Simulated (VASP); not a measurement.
# BaTiO3 in VASP: further runs, part 2 of 3

VASP 6.6.1.

## (3) Electric field gradients, PBEsol (equal xy, yz and zx shear strains of -3 %)

The input, INCAR:

```
ALGO = Normal ; EDIFF = 1E-8
ENCUT = 520 ; GGA = PS
ISIF = 2 ; ISMEAR = -1
LASPH = True ; LCHARG = False
LEFG = True ; LREAL = False
LWAVE = False ; NBANDS = 28
NELM = 60 ; PREC = Accurate
SIGMA = 0.03
```

The input, KPOINTS:

```
k-points
0
Gamma
  7 7 7
```

The input, POSCAR:

```
BaTiO3
1.0
    3.9998000000     -0.0599970000     -0.0599970000
   -0.0599970000      3.9998000000     -0.0599970000
   -0.0602700000     -0.0602700000      4.0180000000
Ba Ti O
1 1 3
Direct
    0.0000000000      0.0000000000      0.0000000000
    0.5000000000      0.5000000000      0.5000000000
    0.5000000000      0.5000000000      0.0000000000
    0.5000000000      0.0000000000      0.5000000000
    0.0000000000      0.5000000000      0.5000000000
```

Potentials or basis: VASP PAW PBE potentials, release 64 (Ba_sv, Ti_sv, O).

Run with:

```
$ cat potpaw_PBE.64/Ba_sv/POTCAR potpaw_PBE.64/Ti_sv/POTCAR potpaw_PBE.64/O/POTCAR > POTCAR
$ mpirun -np 1 vasp_std > vasp.out
```

OUTCAR:

```text
EDIFF = 1E-8
   ENCUT = 520
   GGA = PS
   ISIF = 2
   ISMEAR = -1
   LASPH = True
   LREAL = False
   NELM = 60
   PREC = Accurate

 ion  position               nearest neighbor table
   1  0.000  0.000  0.000-   3 2.79   3 2.79   5 2.79   5 2.79   4 2.79   4 2.79   3 2.87   3 2.87
                             4 2.88   4 2.88   5 2.88   5 2.88   2 3.37   2 3.37   2 3.50   2 3.50
   2  0.500  0.500  0.500-   4 2.00   5 2.00   4 2.00   5 2.00   3 2.01   3 2.01   1 3.37   1 3.37
                             1 3.50   1 3.50   1 3.50   1 3.50   1 3.50   1 3.50
   3  0.500  0.500  0.000-   2 2.01   2 2.01   1 2.79   1 2.79   1 2.87   1 2.87
   4  0.500  0.000  0.500-   2 2.00   2 2.00   1 2.79   1 2.79   1 2.88   1 2.88
   5  0.000  0.500  0.500-   2 2.00   2 2.00   1 2.79   1 2.79   1 2.88   1 2.88

  LATTYP: Found a base centered monoclinic cell.
 ALAT       =     5.5730147961
 B/A-ratio  =     1.0302179678
 C/A-ratio  =     1.2076462749
 COS(beta)  =    -0.8025412022

  Lattice vectors:

 A1 = (  -3.9998000000,   0.0599970000,   0.0599970000)
 A2 = (   0.0599970000,  -3.9998000000,   0.0599970000)
 A3 = (   3.8795330000,   3.8795330000,   3.8980060000)

Analysis of symmetry for initial positions (statically):
=====================================================================
[... 958 lines left out ...]
    total drift:                                0.000000      0.000000     -0.000000

  FREE ENERGIE OF THE ION-ELECTRON SYSTEM (eV)
  ---------------------------------------------------
  free  energy   TOTEN  =       -41.9058795818 eV

  energy  without entropy=      -41.9058795818  energy(sigma->0) =      -41.90587958

 Electric field gradients (V/A^2)
---------------------------------------------------------------------
 ion       V_xx      V_yy      V_zz      V_xy      V_xz      V_yz
---------------------------------------------------------------------
   1      -0.376    -0.376     0.752   -18.068   -17.387   -17.387
   2      -1.978    -1.978     3.956     5.532     5.488     5.488
   3     -12.286   -12.286    24.572     0.210    -4.002    -4.002
   4     -11.970    22.434   -10.463    -3.930     0.361    -3.893
   5      22.434   -11.970   -10.463    -3.930    -3.893     0.361
---------------------------------------------------------------------

 Electric field gradients after diagonalization (V/A^2)
 (convention: |V_zz| > |V_xx| > |V_yy|)
----------------------------------------------------------------------
 ion       V_xx      V_yy      V_zz     asymmetry (V_yy - V_xx)/ V_zz
----------------------------------------------------------------------
   1      17.692    17.549   -35.241       0.004
   2      -7.510    -4.009    11.519       0.304
   3     -12.930   -12.496    25.426       0.017
   4     -12.417   -10.912    23.329       0.065
   5     -12.417   -10.912    23.329       0.065
----------------------------------------------------------------------

           NMR quadrupolar parameters

 Cq : quadrupolar parameter    Cq=e*Q*V_zz/h
 eta: asymmetry parameters     (V_yy - V_xx)/ V_zz
 Q  : nuclear electric quadrupole moment in mb (millibarn)
----------------------------------------------------------------------
 ion       Cq(MHz)       eta       Q (mb)
----------------------------------------------------------------------
   1      -0.085       0.004       1.000
   2       0.028       0.304       1.000
   3       0.061       0.017       1.000
   4       0.056       0.065       1.000
   5       0.056       0.065       1.000
----------------------------------------------------------------------
```

OSZICAR:

```text
N       E                     dE             d eps       ncg     rms          rms(c)
DAV:   1     0.432772880918E+03    0.43277E+03   -0.20871E+04  5600   0.155E+03
DAV:   2    -0.578230745746E+01   -0.43856E+03   -0.41783E+03  6436   0.428E+02
DAV:   3    -0.501285625198E+02   -0.44346E+02   -0.43913E+02  7756   0.133E+02
DAV:   4    -0.522246272126E+02   -0.20961E+01   -0.20913E+01  8488   0.249E+01
DAV:   5    -0.522871290072E+02   -0.62502E-01   -0.62486E-01  7572   0.333E+00    0.225E+01
DAV:   6    -0.422097583194E+02    0.10077E+02   -0.53810E+01  8216   0.648E+01    0.983E+00
DAV:   7    -0.420744932384E+02    0.13527E+00   -0.88994E+00  7532   0.214E+01    0.657E+00
DAV:   8    -0.419016422303E+02    0.17285E+00   -0.93543E-01  6704   0.884E+00    0.261E+00
DAV:   9    -0.419293424377E+02   -0.27700E-01   -0.20866E-01  7596   0.291E+00    0.137E+00
DAV:  10    -0.419063496438E+02    0.22993E-01   -0.12524E-01  6600   0.364E+00    0.233E-01
DAV:  11    -0.419059190738E+02    0.43057E-03   -0.43526E-03  6828   0.601E-01    0.706E-02
DAV:  12    -0.419059345482E+02   -0.15474E-04   -0.29726E-04  7740   0.132E-01    0.537E-02
DAV:  13    -0.419058802928E+02    0.54255E-04   -0.31181E-04  6460   0.187E-01    0.123E-02
DAV:  14    -0.419058798224E+02    0.47043E-06   -0.20087E-05  6940   0.393E-02    0.542E-03
DAV:  15    -0.419058802718E+02   -0.44944E-06   -0.32358E-06  7896   0.158E-02    0.688E-03
DAV:  16    -0.419058796368E+02    0.63509E-06   -0.26400E-06  7648   0.155E-02    0.214E-03
DAV:  17    -0.419058795881E+02    0.48633E-07   -0.36947E-07  7036   0.611E-03    0.828E-04
DAV:  18    -0.419058795818E+02    0.62769E-08   -0.11814E-08  4840   0.964E-04
   1 F= -.41905880E+02 E0= -.41905880E+02  d E =-.429745E-11
```

stdout:

```text
POSCAR found type information on POSCAR BaTiO
 POSCAR found :  3 types and       5 ions
 scaLAPACK will be used
 -----------------------------------------------------------------------------
|                                                                             |
|                                                                             |
|     You enforced a specific xc type in the INCAR file but a different       |
|     I HOPE YOU KNOW WHAT YOU ARE DOING!                                     |
|                                                                             |
 -----------------------------------------------------------------------------

 LDA part: xc-table for (Slater+PW92), standard interpolation
 POSCAR, INCAR and KPOINTS ok, starting setup
 FFT: planning ... GRIDC
 FFT: planning ... GRID_SOFT
 FFT: planning ... GRID
 WAVECAR not read
 entering main loop
ion   1

ion   2

ion   3
[... 18 lines left out ...]
     0.0000293     3.5706545    -0.1666894     6.8747939     3.5358721   -13.2963303
     0.0000403     3.5706539    -0.1666894     6.8747926     3.5358714   -13.2963278
     0.0000555     3.5706528    -0.1666893     6.8747903     3.5358704   -13.2963234
     0.0000765     3.5706511    -0.1666892     6.8747864     3.5358687   -13.2963160
```

It took 87 s on 1 thread of Intel Xeon 6975P-C (Granite Rapids), shared host; peak memory 0.3 GiB.

Results:

- Free energy: -41.9059 eV
- Pressure: -2.5 GPa
- Band gap on the k mesh: 1.55 eV
- Largest electric field gradient by atom: Ba -35.2; Ti +11.5; O +25.4, +23.3 (each value once) V/Å²

Electric field gradients, principal values (V/Å²):
```
atom    least   middle  greatest (by size)
1 Ba   17.549   17.692             -35.241
2 Ti   -4.009   -7.510              11.519
 3 O  -12.496  -12.930              25.426
 4 O  -10.912  -12.417              23.329
 5 O  -10.912  -12.417              23.329
```

Caveat: the cell differs from its parent crystal (equal xy, yz and zx shear strains of -3 %); without QUAD_EFG the Cq values of the log hold for a quadrupole moment of 1 mb, not for the nuclei; the PAW data sets were made with another functional, which shifts forces and pressure a little; spin-orbit coupling is left out, which moves the levels of the heavy elements. A k mesh can miss the band edges.

## (4) Electric field gradients, PBEsol (equal xy, yz and zx shear strains of -1 %)

The input, INCAR:

```
SYSTEM = BaTiO3
  PREC = Accurate
  ENCUT = 520
  EDIFF = 1E-8
  ISMEAR = -1
  SIGMA = 0.03
  LREAL = .False.
  LASPH = .True.
  NELM = 60
  ALGO = Normal
  ISIF = 2
  LWAVE = .False.
  LCHARG = .False.
  GGA = PS
  LEFG = .True.
  NBANDS = 28
```

The input, KPOINTS:

```
Automatic mesh
0
Gamma
  7 7 7
  0 0 0
```

POSCAR, as its differences from that of step 3:

```diff
@@ -2,5 +2,5 @@
 1.0
-    3.9998000000     -0.0599970000     -0.0599970000
-   -0.0599970000      3.9998000000     -0.0599970000
-   -0.0602700000     -0.0602700000      4.0180000000
+    3.9998000000     -0.0199990000     -0.0199990000
+   -0.0199990000      3.9998000000     -0.0199990000
+   -0.0200900000     -0.0200900000      4.0180000000
 Ba Ti O
```

Potentials or basis: VASP PAW PBE potentials, release 64 (Ba_sv, Ti_sv, O).

Run with:

```
$ cat potpaw_PBE.64/Ba_sv/POTCAR potpaw_PBE.64/Ti_sv/POTCAR potpaw_PBE.64/O/POTCAR > POTCAR
$ mpirun -np 1 vasp_std > vasp.out
```

OUTCAR:

```text
SYSTEM = BaTiO3
   PREC = Accurate
   ENCUT = 520
   EDIFF = 1E-8
   ISMEAR = -1
   LREAL = .False.
   LASPH = .True.
   NELM = 60
   ISIF = 2
   GGA = PS

 ion  position               nearest neighbor table
   1  0.000  0.000  0.000-   3 2.81   3 2.81   5 2.82   5 2.82   4 2.82   4 2.82   3 2.84   3 2.84
                             4 2.85   4 2.85   5 2.85   5 2.85   2 3.43   2 3.43   2 3.48   2 3.48
   2  0.500  0.500  0.500-   4 2.00   5 2.00   4 2.00   5 2.00   3 2.01   3 2.01   1 3.43   1 3.43
                             1 3.48   1 3.48   1 3.48   1 3.48   1 3.48   1 3.48
   3  0.500  0.500  0.000-   2 2.01   2 2.01   1 2.81   1 2.81   1 2.84   1 2.84
   4  0.500  0.000  0.500-   2 2.00   2 2.00   1 2.82   1 2.82   1 2.85   1 2.85
   5  0.000  0.500  0.500-   2 2.00   2 2.00   1 2.82   1 2.82   1 2.85   1 2.85

  LATTYP: Found a base centered monoclinic cell.
 ALAT       =     5.6284306729
 B/A-ratio  =     1.0100247465
 C/A-ratio  =     1.2204107297
 COS(beta)  =    -0.8111032934

  Lattice vectors:

 A1 = (  -3.9998000000,   0.0199990000,   0.0199990000)
 A2 = (   0.0199990000,  -3.9998000000,   0.0199990000)
 A3 = (   3.9597110000,   3.9597110000,   3.9780020000)

Analysis of symmetry for initial positions (statically):
=====================================================================
 Subroutine PRICEL returns:
 Original cell was already a primitive cell.

 Routine SETGRP: Setting up the symmetry group for a
 base centered monoclinic supercell.

 Subroutine GETGRP returns: Found  4 space group operations
 (whereof  4 operations were pure point group operations)
 out of a pool of  4 trial point group operations.

The static configuration has the point symmetry C_2h.

Analysis of symmetry for dynamics (positions and initial velocities):
=====================================================================
 Subroutine PRICEL returns:
 Original cell was already a primitive cell.

 Routine SETGRP: Setting up the symmetry group for a
 base centered monoclinic supercell.

 Subroutine GETGRP returns: Found  4 space group operations
 (whereof  4 operations were pure point group operations)
 out of a pool of  4 trial point group operations.

The dynamic configuration has the point symmetry C_2h.

 Subroutine INISYM returns: Found  4 space group operations
 (whereof  4 operations are pure point group operations),
 and found     1 'primitive' translations

----------------------------------------------------------------------------------------

                                     Primitive cell

  volume of cell :      64.2767

  direct lattice vectors                    reciprocal lattice vectors
     3.999800000 -0.019999000 -0.019999000     0.250025065  0.001256407  0.001256407
    -0.019999000  3.999800000 -0.019999000     0.001256407  0.250025065  0.001256407
    -0.020090000 -0.020090000  4.018000000     0.001250716  0.001250716  0.248892547

  length of vectors
     3.999899994  3.999899994  4.018100449     0.250031378  0.250031378  0.248898832

  position of ions in fractional coordinates (direct lattice)
     0.000000000  0.000000000  0.000000000
[... 100 lines left out ...]
   EFERMI_NEDOS =   21; number of points for ismear=-14 and -15
   IALGO  =     38    algorithm
   IMIX   =      4    mixing-type and parameters
     AMIX     =   0.40;   BMIX     =  1.00
     AMIX_MAG =   1.60;   BMIX_MAG =  1.00
  volume/ion in A,a.u.               =      12.86        86.75
  Fermi-wavevector in a.u.,A,eV,Ry     =   1.397688  2.641247 26.579412  1.953532
  Thomas-Fermi vector in A             =   2.520920
   LORBIT       =      0    0 simple, 1 ext, 2 COOP (PROOUT), +10 PAW based schemes
   GGA     = PS    functional components
   LHFCALC =     F    Hartree Fock is set to
   AEXX    =    0.0000 exact exchange contribution
   IVDW    =     0    specifies the selected vdW correction
   LEPSILON=     F    determine dielectric tensor
   LRPA    =     F    only Hartree local field effects (RPA)
 non-spin polarized calculation
  energy-cutoff  :      520.00
  volume of cell :       64.28
 maximum number of plane-waves:      1758
 NGX is ok and might be reduce to    30
   NGX = 15   NGY = 15   NGZ = 15

 number of electron      39.9999975 magnetization

 Free energy of the ion-electron system (eV)
  ---------------------------------------------------
  ext. energy  EPLUGINS =         0.00000000
  ---------------------------------------------------
  free energy    TOTEN  =       -41.96578430 eV

  energy without entropy =      -41.96578430  energy(sigma->0) =      -41.96578430

 E-fermi :   4.3692     XC(G=0): -11.5048

 val. band max:        3.6241258045   @ k =   0.4286   0.4286   0.4286
 cond. band min:       5.3295764340   @ k =   0.0000   0.0000   0.0000
 fundamental gap:      1.7054506295
 Fermi energy:         4.3691999606

 k-point     1 :       0.0000    0.0000    0.0000
  band No.  band energies     occupation
      1     -52.7092      2.00000
      2     -29.0399      2.00000
      3     -29.0280      2.00000
      4     -29.0264      2.00000
      5     -21.0921      2.00000
      6     -13.1386      2.00000
[... 733 lines left out ...]
     27       9.6901      0.00000
     28      11.5267      0.00000

 [... further k-points ...]
[... 5 lines left out ...]
  --------------------------------------------------------------------------------------
  -------------------------------------------------------------------------------------
  Total       -0.9937574     -0.9937574     -1.3349423      0.4980526      0.4961891      0.4961891
  in kB      -24.7706359    -24.7706359    -33.2750935     12.4145777     12.3681294     12.3681295
  external PRESSURE =     -27.6054551 kB  Pullay stress =       0.0000000 kB

 VOLUME and BASIS-vectors are now :
 -----------------------------------------------------------------------------
  energy-cutoff  :      520.00
  volume of cell :       64.28
      direct lattice vectors                 reciprocal lattice vectors
     3.999800000 -0.019999000 -0.019999000     0.250025065  0.001256407  0.001256407
    -0.019999000  3.999800000 -0.019999000     0.001256407  0.250025065  0.001256407
    -0.020090000 -0.020090000  4.018000000     0.001250716  0.001250716  0.248892547

 POSITION                                       TOTAL-FORCE (eV/Angst)
 -----------------------------------------------------------------------------------
      0.00000      0.00000      0.00000         0.000000     -0.000000      0.000000
      1.97986      1.97986      1.98900        -0.000000      0.000000      0.000000
      1.98990      1.98990     -0.02000        -0.000000      0.000000      0.000000
      1.98985     -0.02004      1.99900         0.000000     -0.000000      0.000000
     -0.02004      1.98985      1.99900         0.000000     -0.000000      0.000000
 -----------------------------------------------------------------------------------
    total drift:                                0.000000      0.000000     -0.000000

  FREE ENERGIE OF THE ION-ELECTRON SYSTEM (eV)
  ---------------------------------------------------
  free  energy   TOTEN  =       -41.9657842997 eV

  energy  without entropy=      -41.9657842997  energy(sigma->0) =      -41.96578430

 Electric field gradients (V/A^2)
---------------------------------------------------------------------
 ion       V_xx      V_yy      V_zz      V_xy      V_xz      V_yz
---------------------------------------------------------------------
   1      -0.378    -0.378     0.755    -6.458    -6.232    -6.232
   2      -1.980    -1.980     3.959     1.827     1.813     1.813
   3     -12.239   -12.239    24.477     0.046    -1.360    -1.360
   4     -11.922    22.334   -10.412    -1.334     0.094    -1.323
   5      22.334   -11.922   -10.412    -1.334    -1.323     0.094
---------------------------------------------------------------------

 Electric field gradients after diagonalization (V/A^2)
 (convention: |V_zz| > |V_xx| > |V_yy|)
----------------------------------------------------------------------
 ion       V_xx      V_yy      V_zz     asymmetry (V_yy - V_xx)/ V_zz
----------------------------------------------------------------------
   1       6.556     6.080   -12.636       0.038
   2      -3.807    -1.383     5.190       0.467
   3     -12.293   -12.285    24.578       0.000
   4     -11.975   -10.464    22.440       0.067
   5     -11.975   -10.464    22.440       0.067
----------------------------------------------------------------------

           NMR quadrupolar parameters

 Cq : quadrupolar parameter    Cq=e*Q*V_zz/h
 eta: asymmetry parameters     (V_yy - V_xx)/ V_zz
 Q  : nuclear electric quadrupole moment in mb (millibarn)
----------------------------------------------------------------------
 ion       Cq(MHz)       eta       Q (mb)
----------------------------------------------------------------------
   1      -0.031       0.038       1.000
   2       0.013       0.467       1.000
   3       0.059       0.000       1.000
   4       0.054       0.067       1.000
   5       0.054       0.067       1.000
----------------------------------------------------------------------
```

stdout:

```text
POSCAR found type information on POSCAR BaTiO
 POSCAR found :  3 types and       5 ions
 scaLAPACK will be used
 -----------------------------------------------------------------------------
|                                                                             |
|                                                                             |
|     You enforced a specific xc type in the INCAR file but a different       |
|     I HOPE YOU KNOW WHAT YOU ARE DOING!                                     |
|                                                                             |
 -----------------------------------------------------------------------------

 LDA part: xc-table for (Slater+PW92), standard interpolation
 POSCAR, INCAR and KPOINTS ok, starting setup
 FFT: planning ... GRIDC
 FFT: planning ... GRID_SOFT
 FFT: planning ... GRID
 WAVECAR not read
 entering main loop
ion   1

ion   2

ion   3
[... 18 lines left out ...]
     0.0000293     1.2141122    -0.0305906     6.8285728     1.2026322   -13.2168694
     0.0000403     1.2141120    -0.0305905     6.8285715     1.2026320   -13.2168668
     0.0000555     1.2141117    -0.0305905     6.8285692     1.2026317   -13.2168625
     0.0000765     1.2141111    -0.0305905     6.8285653     1.2026311   -13.2168551
```

It took 85 s on 1 thread of Intel Xeon 6975P-C (Granite Rapids), shared host; peak memory 0.3 GiB.

Results:

| Item | Value |
| --- | --- |
| Free energy | -41.9658 eV |
| Pressure | -2.8 GPa |
| Band gap on the k mesh | 1.71 eV (least direct gap 1.75 eV) |
| Largest electric field gradient by atom | Ba -12.6; Ti +5.2; O +24.6, +22.4 (each value once) V/Å² |

Levels at points of the mesh, in eV from the valence-band top:
| k point | band 17 | band 18 | band 19 | band 20 | band 21 | band 22 | band 23 | band 24 |
| --- | --- | --- | --- | --- | --- | --- | --- | --- |
| (0.00, 0.00, 0.00) | -1.03 | -0.13 | -0.12 | -0.04 | 1.71 | 1.76 | 1.76 | 3.95 |

Electric field gradients, principal values (V/Å²):
```
atom    least   middle  greatest (by size)
1 Ba    6.080    6.556             -12.636
2 Ti   -1.383   -3.807               5.190
 3 O  -12.285  -12.293              24.578
 4 O  -10.464  -11.975              22.440
 5 O  -10.464  -11.975              22.440
```

Caveat: the cell differs from its parent crystal (equal xy, yz and zx shear strains of -1 %); without QUAD_EFG the Cq values of the log hold for a quadrupole moment of 1 mb, not for the nuclei; the PAW data sets were made with another functional, which shifts forces and pressure a little; spin-orbit coupling is left out, which moves the levels of the heavy elements.

(Continued in part 3 of 3.)
